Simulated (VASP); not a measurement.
# GaSb3 (I4mm) in VASP: a series of runs

Runs on GaSb3. Level: PBEsol+D3(BJ). Tasks: single point.

Program: VASP 6.6.1. These are calculated values, not measurements. Logs are shortened: lines on timing, memory, paths and dates and some standing lists are left out, and cuts for length are marked.

**1. The cell of the first run**

The structure is tetragonal, space group I4mm (No. 107). Conventional cell: a = 5.071 Å, b = 5.071 Å, c = 7.171 Å, α = 90.00°, β = 90.00°, γ = 90.00°. Ga (site symmetry 4mm) has 14 Sb at 3.05 to 3.69 Å within 4.0 Å. Within 4.0 Å of Sb (site symmetry 2mm) lie 4 Ga at 3.05 to 3.16 Å and 10 Sb at 3.11 to 3.59 Å. Within 4.1 Å of Sb (site symmetry 4mm) lie 8 Sb at 3.11 Å and 6 Ga at 3.49 to 3.69 Å.

**2. Single point, PBEsol+D3(BJ) (atom 1 (Ga) moved -0.100 Å along Cartesian [1 0 0])**

Input file INCAR:

```
SYSTEM = GaSb3
PREC = Accurate
ENCUT = 520
EDIFF = 1E-6
ISMEAR = 0
SIGMA = 0.15
LREAL = .False.
LASPH = .True.
NELM = 100
ALGO = Normal
ISIF = 2
LWAVE = .False.
LCHARG = .False.
GGA = PS
IVDW = 12
NBANDS = 22
```

Input file KPOINTS:

```
regular mesh
0
Gamma
  12 12 12
  0 0 0
```

Input file POSCAR:

```
GaSb3
1.0
    0.0000000000      3.5855047185      3.5855047185
    3.5855047185      0.0000000000      3.5855047185
    3.5855047185      3.5855047185      0.0000000000
Ga Sb
1 3
Direct
    0.0139450381     -0.0139450381     -0.0139450381
    0.2500000000      0.2500000000      0.2500000000
    0.7500000000      0.7500000000      0.7500000000
    0.5000000000      0.5000000000      0.5000000000
```

Potentials or basis: VASP PAW PBE potentials, release 64 (Ga_d, Sb).

Started as:

```
cat potpaw_PBE.64/Ga_d/POTCAR potpaw_PBE.64/Sb/POTCAR > POTCAR
mpirun -np 1 vasp_std > vasp.out
```

OUTCAR:

```text
SYSTEM = GaSb3
   PREC = Accurate
   ENCUT = 520
   EDIFF = 1E-6
   ISMEAR = 0
   LREAL = .False.
   LASPH = .True.
   NELM = 100
   ISIF = 2
   GGA = PS
   IVDW = 12
 IVDW          = 12

 ion  position               nearest neighbor table
   1  0.014  0.986  0.986-   3 3.05   3 3.05   2 3.05   2 3.05   3 3.16   3 3.16   2 3.16   2 3.16

   2  0.250  0.250  0.250-   1 3.05   1 3.05   4 3.11   4 3.11   4 3.11   4 3.11   1 3.16   1 3.16
                             3 3.59   3 3.59   3 3.59   3 3.59   3 3.59   3 3.59
   3  0.750  0.750  0.750-   1 3.05   1 3.05   4 3.11   4 3.11   4 3.11   4 3.11   1 3.16   1 3.16
                             2 3.59   2 3.59   2 3.59   2 3.59   2 3.59   2 3.59
   4  0.500  0.500  0.500-   2 3.11   2 3.11   2 3.11   3 3.11   3 3.11   3 3.11   3 3.11   2 3.11

  LATTYP: Found a face centered cubic cell.
 ALAT       =     7.1710094370

  Lattice vectors:

 A1 = (   0.0000000000,   3.5855047185,   3.5855047185)
 A2 = (   3.5855047185,   0.0000000000,   3.5855047185)
 A3 = (   3.5855047185,   3.5855047185,   0.0000000000)

Analysis of symmetry for initial positions (statically):
=====================================================================
 Subroutine PRICEL returns:
 Original cell was already a primitive cell.

 Routine SETGRP: Setting up the symmetry group for a
 face centered cubic supercell.

 Subroutine GETGRP returns: Found  8 space group operations
 (whereof  8 operations were pure point group operations)
 out of a pool of 48 trial point group operations.

The static configuration has the point symmetry C_4v.

Analysis of symmetry for dynamics (positions and initial velocities):
=====================================================================
 Subroutine PRICEL returns:
 Original cell was already a primitive cell.

 Routine SETGRP: Setting up the symmetry group for a
 face centered cubic supercell.

 Subroutine GETGRP returns: Found  8 space group operations
 (whereof  8 operations were pure point group operations)
 out of a pool of 48 trial point group operations.

The dynamic configuration has the point symmetry C_4v.

 Subroutine INISYM returns: Found  8 space group operations
 (whereof  8 operations are pure point group operations),
 and found     1 'primitive' translations

----------------------------------------------------------------------------------------

                                     Primitive cell

  volume of cell :      92.1894

  direct lattice vectors                    reciprocal lattice vectors
     0.000000000  3.585504719  3.585504719    -0.139450381  0.139450381  0.139450381
     3.585504719  0.000000000  3.585504719     0.139450381 -0.139450381  0.139450381
     3.585504719  3.585504719  0.000000000     0.139450381  0.139450381 -0.139450381

  length of vectors
     5.070669401  5.070669401  5.070669401     0.241535145  0.241535145  0.241535145

  position of ions in fractional coordinates (direct lattice)
     0.013945038  0.986054962  0.986054962
     0.250000000  0.250000000  0.250000000
     0.750000000  0.750000000  0.750000000
     0.500000000  0.500000000  0.500000000

  ion indices of the primitive-cell ions
   primitive index   ion index
                 1           1
                 2           2
                 3           3
                 4           4

----------------------------------------------------------------------------------------

 KPOINTS: regular mesh

Automatic generation of k-mesh.
 Grid dimensions read from file:
 generate k-points for:   12   12   12

 Generating k-lattice:

  Cartesian coordinates                     Fractional coordinates (reciprocal lattice)
    -0.011620865  0.011620865  0.011620865     0.083333333  0.000000000  0.000000000
     0.011620865 -0.011620865  0.011620865     0.000000000  0.083333333  0.000000000
     0.011620865  0.011620865 -0.011620865     0.000000000  0.000000000  0.083333333

  Length of vectors
     0.020127929  0.020127929  0.020127929

  Shift w.r.t. Gamma in fractional coordinates (k-lattice)
     0.000000000  0.000000000  0.000000000

 Subroutine IBZKPT returns following result:
 ===========================================

 Found    163 irreducible k-points:

 Following reciprocal coordinates:
            Coordinates               Weight
  0.000000  0.000000  0.000000      1.000000
  0.083333  0.000000  0.000000      8.000000
  0.166667  0.000000  0.000000      8.000000
  0.250000  0.000000  0.000000      8.000000
  0.333333  0.000000  0.000000      8.000000
  0.416667  0.000000  0.000000      8.000000
[... 16 lines left out ...]
  0.000000 -0.333333  0.083333      8.000000
 -0.250000  0.083333  0.000000     16.000000
 [... further k-points ...]
   k-points           NKPTS =    163   k-points in BZ     NKDIM =    163   number of bands    NBANDS=     22
   number of dos      NEDOS =    301   number of ions     NIONS =      4
   total plane-waves  NPLWV =  64000
   dimension x,y,z NGX =    40 NGY =   40 NGZ =   40
   dimension x,y,z NGXF=    80 NGYF=   80 NGZF=   80
   ions per type =               1   3
   NGX,Y,Z   is equivalent  to a cutoff of  13.11, 13.11, 13.11 a.u.
   NGXF,Y,Z  is equivalent  to a cutoff of  26.23, 26.23, 26.23 a.u.
 SYSTEM =  GaSb3
   PREC   = accura    normal or accurate (medium, high low for compatibility)
   ISTART =      0    job   : 0-new  1-cont  2-samecut
   ICHARG =      2    charge: 1-file 2-atom 10-const
   ISPIN  =      1    spin polarized calculation?
   LNONCOLLINEAR =      F non collinear calculations
   LSORBIT =      F    spin-orbit coupling
   LASPH  =      T    aspherical Exc in radial PAW
   ENCUT  =  520.0 eV  38.22 Ry    6.18 a.u.   9.43  9.43  9.43*2*pi/ulx,y,z
   NELM   =    100;   NELMIN=  2; NELMDL= -5     # of ELM steps
   EDIFF  = 0.1E-05   stopping-criterion for ELM
   LREAL  =      F    real-space projection
   EDIFFG = 0.1E-04   stopping-criterion for IOM
   NSW    =      0    number of steps for IOM
   IBRION =     -1    ionic relax: 0-MD 1-quasi-New 2-CG
   NFREE  =      0    steps in history (QN), initial steepest desc. (CG)
   ISIF   =      2    stress and relaxation
   ISYM   =      2    0-nonsym 1-usesym 2-fastsym
   POTIM  = 0.5000    time-step for ionic-motion
   TEBEG  =    0.0;   TEEND  =   0.0 temperature during run
   PSTRESS=    0.0 pullay stress
   NELECT =      28.0000    total number of electrons
   NUPDOWN=      -1.0000    fix difference up-down
   EMIN   =  10.00;   EMAX   =-10.00  energy-range for DOS
   EFERMI =   0.00;   METHOD = LEGACY
   ISMEAR =     0;   SIGMA  =   0.15  broadening in eV -4-tet -1-fermi 0-gaus
   EFERMI_NEDOS =   21; number of points for ismear=-14 and -15
   IALGO  =     38    algorithm
   IMIX   =      4    mixing-type and parameters
     AMIX     =   0.40;   BMIX     =  1.00
     AMIX_MAG =   1.60;   BMIX_MAG =  1.00
  volume/ion in A,a.u.               =      23.05       155.53
  Fermi-wavevector in a.u.,A,eV,Ry     =   1.100442  2.079534 16.476286  1.210973
  Thomas-Fermi vector in A             =   2.236853
   LORBIT       =      0    0 simple, 1 ext, 2 COOP (PROOUT), +10 PAW based schemes
   GGA     = PS    functional components
   LHFCALC =     F    Hartree Fock is set to
   AEXX    =    0.0000 exact exchange contribution
   IVDW    =    12    specifies the selected vdW correction
   LEPSILON=     F    determine dielectric tensor
   LRPA    =     F    only Hartree local field effects (RPA)
 non-spin polarized calculation
 Gauss-broadening in eV      SIGMA  =   0.15
  energy-cutoff  :      520.00
  volume of cell :       92.19
 maximum number of plane-waves:      2510
 NGX is ok and might be reduce to    40
   NGX = 19   NGY = 19   NGZ = 19

 number of electron      27.9999998 magnetization

 Free energy of the ion-electron system (eV)
  ---------------------------------------------------
  ext. energy  EPLUGINS =         0.00000000
  ---------------------------------------------------
  free energy    TOTEN  =       -16.30981593 eV

  energy without entropy =      -16.28320733  energy(sigma->0) =      -16.29651163

 E-fermi :   8.7578     XC(G=0): -10.8302

 val. band max:        8.7566124990   @ k =   0.0000   0.4167   0.2500
 cond. band min:       8.7675024357   @ k =  -0.4167   0.4167   0.0000
 fundamental gap:      0.0108899367
 Fermi energy:         8.7578262353

 k-point     1 :       0.0000    0.0000    0.0000
  band No.  band energies     occupation
      1      -6.0086      2.00000
      2      -6.0085      2.00000
      3      -6.0085      2.00000
      4      -5.9892      2.00000
      5      -5.9880      2.00000
      6      -4.5887      2.00000
[... 14 lines left out ...]
     21      16.5676      0.00000
     22      16.5713      0.00000

 k-point     2 :       0.0833    0.0000    0.0000
  band No.  band energies     occupation
      1      -6.0093      2.00000
      2      -6.0082      2.00000
      3      -6.0082      2.00000
      4      -5.9893      2.00000
      5      -5.9881      2.00000
      6      -4.5286      2.00000
[... 14 lines left out ...]
     21      15.9783      0.00000
     22      16.4104      0.00000

 k-point     3 :       0.1667    0.0000    0.0000
  band No.  band energies     occupation
      1      -6.0110      2.00000
      2      -6.0075      2.00000
      3      -6.0074      2.00000
      4      -5.9896      2.00000
      5      -5.9884      2.00000
      6      -4.3488      2.00000
[... 14 lines left out ...]
     21      14.7030      0.00000
     22      15.8688      0.00000
[... 476 lines left out ...]
 k-point    23 :       0.0000   -0.3333    0.0833
  band No.  band energies     occupation
      1      -6.0168      2.00000
      2      -6.0061      2.00000
      3      -6.0053      2.00000
      4      -5.9901      2.00000
      5      -5.9893      2.00000
      6      -3.4350      2.00000
[... 14 lines left out ...]
     21      14.0254      0.00000
     22      15.4074      0.00000

 k-point    24 :      -0.2500    0.0833    0.0000
  band No.  band energies     occupation
      1      -6.0144      2.00000
      2      -6.0066      2.00000
      3      -6.0060      2.00000
      4      -5.9903      2.00000
      5      -5.9887      2.00000
      6      -3.8744      2.00000
[... 14 lines left out ...]
     21      14.3254      0.00000
     22      14.8879      0.00000

 [... further k-points ...]

------------------------ aborting loop because EDIFF is reached ----------------------------------------

 Edisp (eV)   -1.97341

 E8    (eV) :    -1.3575

  FORCE on cell =-STRESS in cart. coord.  units (eV):
  Direction    XX          YY          ZZ          XY          YZ          ZX
  --------------------------------------------------------------------------------------
  -------------------------------------------------------------------------------------
  Total       0.33346     0.37537     0.37537     0.00000     0.00000     0.00000
  in kB       5.79527     6.52360     6.52360     0.00000     0.00000     0.00000
  external pressure =        6.28 kB  Pullay stress =        0.00 kB

 VOLUME and BASIS-vectors are now :
 -----------------------------------------------------------------------------
  energy-cutoff  :      520.00
  volume of cell :       92.19
      direct lattice vectors                 reciprocal lattice vectors
     0.000000000  3.585504719  3.585504719    -0.139450381  0.139450381  0.139450381
     3.585504719  0.000000000  3.585504719     0.139450381 -0.139450381  0.139450381
     3.585504719  3.585504719  0.000000000     0.139450381  0.139450381 -0.139450381

 POSITION                                       TOTAL-FORCE (eV/Angst)
 -----------------------------------------------------------------------------------
      7.07101      3.58550      3.58550         0.211815      0.000000      0.000000
      1.79275      1.79275      1.79275        -0.046327      0.000000      0.000000
      5.37826      5.37826      5.37826        -0.046327      0.000000      0.000000
      3.58550      3.58550      3.58550        -0.119161      0.000000      0.000000
 -----------------------------------------------------------------------------------
    total drift:                               -0.000151      0.000001      0.000001

  FREE ENERGIE OF THE ION-ELECTRON SYSTEM (eV)
  ---------------------------------------------------
  free  energy   TOTEN  =       -18.2832259918 eV

  energy  without entropy=      -18.2566173876  energy(sigma->0) =      -18.26992169
```

Wall time 4.2 min (1 thread of Intel Xeon 6975P-C, shared host); peak memory 0.47 GiB.

What came out:

* Free energy: -18.2832 eV
* Pressure: 0.6 GPa
* Largest force: 0.212 eV/Å
* Band gap on the k mesh: zero (band 14 reaches 10.45 eV, above the bottom of band 15 at 6.20 eV)
* Dispersion energy per atom: -0.493 eV

Forces on the atoms (eV/Å):
```
Ga   0.212  0.000  0.000
Sb  -0.046  0.000  0.000
Sb  -0.046  0.000  0.000
Sb  -0.119  0.000  0.000
```

Levels at points of the mesh, in eV from the Fermi level:
| k point | band 11 | band 12 | band 13 | band 14 | band 15 | band 16 | band 17 | band 18 |
| --- | --- | --- | --- | --- | --- | --- | --- | --- |
| (0.00, 0.00, 0.00) | -2.91 | -2.76 | -2.71 | -2.71 | -2.56 | -0.87 | -0.87 | -0.86 |
| (0.50, 0.00, 0.00) | -4.00 | -3.01 | -2.99 | -0.07 | 0.27 | 2.25 | 2.26 | 3.07 |
| (0.50, 0.50, 0.00) | -5.79 | 1.11 | 1.26 | 1.26 | 1.50 | 2.10 | 2.12 | 2.45 |
| (0.00, 0.50, 0.50) | -5.84 | 1.09 | 1.24 | 1.24 | 1.51 | 2.12 | 2.12 | 2.45 |

Caveat: the cell differs from its parent crystal (atom 1 (Ga) moved -0.100 Å along Cartesian [1 0 0]); the PAW data sets were made with another functional, which shifts forces and pressure a little; spin-orbit coupling is left out, which moves the levels of the heavy elements; pairwise dispersion overbinds metals, which lowers pressure and volume.

**3. Single point, PBEsol+D3(BJ) (atom 1 (Ga) moved +0.067 Å along Cartesian [1 0 0])**

Input file INCAR:

```
  ALGO = Normal
  EDIFF = 1E-6
  ENCUT = 520
  GGA = PS
  ISIF = 2
  ISMEAR = 0
  IVDW = 12
  LASPH = T
  LCHARG = F
  LREAL = F
  LWAVE = F
  NBANDS = 22
  NELM = 100
  PREC = Accurate
  SIGMA = 0.15
```

Input file KPOINTS:

```
k-points
0
Gamma
  12 12 12
```

POSCAR, as its differences from that of step 2:

```diff
@@ -8,3 +8,3 @@
 Direct
-    0.0139450381     -0.0139450381     -0.0139450381
+   -0.0093013404      0.0093013404      0.0093013404
     0.2500000000      0.2500000000      0.2500000000
```

Potentials or basis: VASP PAW PBE potentials, release 64 (Ga_d, Sb).

Started as:

```
cat potpaw_PBE.64/Ga_d/POTCAR potpaw_PBE.64/Sb/POTCAR > POTCAR
mpirun -np 1 vasp_std > vasp.out
```

It took 4.2 min on 1 thread of Intel Xeon 6975P-C, shared host; peak memory 0.48 GiB.

It converged, with:

```yaml
Free_energy: -18.2891 eV
Pressure: 0.6 GPa
Largest_force: 0.141 eV/Å
Band_gap_on_the_k_mesh: zero (band 14 reaches 10.45 eV, above the bottom of band 15 at 6.18 eV)
Dispersion_energy_per_atom: -0.493 eV
```

Forces on the atoms (eV/Å):
```
Ga  -0.141  0.000  0.000
Sb   0.031  0.000  0.000
Sb   0.031  0.000  0.000
Sb   0.080  0.000  0.000
```

Levels at points of the mesh, in eV from the Fermi level:
```csv
k point,band 10,band 11,band 12,band 13,band 14,band 15,band 16,band 17,band 18,band 19
"(0.00, 0.00, 0.00)",-2.92,-2.91,-2.74,-2.71,-2.71,-2.58,-0.88,-0.88,-0.87,3.32
"(0.50, 0.00, 0.00)",-3.99,-3.99,-3.01,-3.00,-0.08,0.27,2.26,2.26,3.07,3.08
"(0.50, 0.50, 0.00)",-5.83,-5.82,1.11,1.26,1.26,1.50,2.10,2.11,2.45,4.11
"(0.00, 0.50, 0.50)",-5.84,-5.84,1.10,1.25,1.25,1.50,2.11,2.11,2.45,4.11
```

Caveat: the cell differs from its parent crystal (atom 1 (Ga) moved +0.067 Å along Cartesian [1 0 0]); the PAW data sets were made with another functional, which shifts forces and pressure a little; spin-orbit coupling is left out, which moves the levels of the heavy elements; pairwise dispersion overbinds metals, which lowers pressure and volume.

**4. Single point, PBEsol+D3(BJ) (atom 1 (Ga) moved -0.033 Å along Cartesian [1 0 0])**

Input file INCAR:

```
PREC = Accurate
ENCUT = 520
EDIFF = 1E-6
ISMEAR = 0
SIGMA = 0.15
LREAL = F
LASPH = T
NELM = 100
ALGO = Normal
ISIF = 2
LWAVE = F
LCHARG = T
GGA = PS
IVDW = 12
LELF = T
LVHAR = T
NBANDS = 22
```

Input file KPOINTS:

```
Automatic mesh
0
Gamma
  12 12 12
```

POSCAR, as its differences from that of step 3:

```diff
@@ -8,3 +8,3 @@
 Direct
-   -0.0093013404      0.0093013404      0.0093013404
+    0.0046436977     -0.0046436977     -0.0046436977
     0.2500000000      0.2500000000      0.2500000000
```

Started as:

```
cat potpaw_PBE.64/Ga_d/POTCAR potpaw_PBE.64/Sb/POTCAR > POTCAR
mpirun -np 1 vasp_std > vasp.out
```

It took 4.3 min on 1 thread of Intel Xeon 6975P-C, shared host; peak memory 0.47 GiB.

It converged, with:

```yaml
Free_energy: -18.2926 eV
Pressure: 0.6 GPa
Largest_force: 0.070 eV/Å
Band_gap_on_the_k_mesh: zero (band 14 reaches 10.46 eV, above the bottom of band 15 at 6.17 eV)
Dispersion_energy_per_atom: -0.493 eV
```

Forces on the atoms (eV/Å):
```
Ga   0.070  0.000  0.000
Sb  -0.015  0.000  0.000
Sb  -0.015  0.000  0.000
Sb  -0.040  0.000  0.000
```

Levels at points of the mesh, in eV from the Fermi level:
```csv
k point,band 11,band 12,band 13,band 14,band 15,band 16,band 17,band 18
"(0.00, 0.00, 0.00)",-2.91,-2.72,-2.71,-2.71,-2.59,-0.88,-0.88,-0.88
"(0.50, 0.00, 0.00)",-3.99,-3.01,-3.01,-0.08,0.26,2.26,2.26,3.07
"(0.50, 0.50, 0.00)",-5.83,1.11,1.26,1.26,1.50,2.10,2.11,2.45
"(0.00, 0.50, 0.50)",-5.84,1.11,1.26,1.26,1.50,2.11,2.11,2.45
```

Caveat: the cell differs from its parent crystal (atom 1 (Ga) moved -0.033 Å along Cartesian [1 0 0]); the PAW data sets were made with another functional, which shifts forces and pressure a little; spin-orbit coupling is left out, which moves the levels of the heavy elements; pairwise dispersion overbinds metals, which lowers pressure and volume.

(Continued in part 2 of 2.)
